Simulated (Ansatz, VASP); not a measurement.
# KBr: VASP beside Ansatz

```xyz
2
Lattice="4.0383 0.0000 0.0000 0.0000 4.0383 0.0000 0.0000 0.0000 4.0397" Properties=species:S:1:pos:R:3 pbc="T T T"
K     2.0191    2.0191    2.0199
Br    0.0000    0.0000    0.0000
```

Alike in both runs: functional PBE; k mesh 6 × 6 × 6; no spin polarisation.

Ansatz relaxed the structure, and its values are those at the end. VASP's run is a single point on that final structure, the one shown.

```csv
,VASP,Ansatz
version,VASP 6.6.1,Ansatz 0.2.0
potentials or method,"VASP PAW PBE potentials, release 64 (K_sv, Br), cutoff 520 eV","scalar-relativistic, plane waves, PAW"
occupations,"gaussian, width 0.01 eV",fixed
valence electrons in the cell,16,16
```

|  | VASP | Ansatz | Ansatz less VASP |
| --- | --- | --- | --- |
| gap on the k mesh at the Fermi level (eV) | 3.87 | 3.87 | +0.001 |
| least direct gap on the mesh (eV) | 4.13 | 4.14 | 0.000 |
| pressure (GPa) | 0.0 | 0.0 | -0.03 |
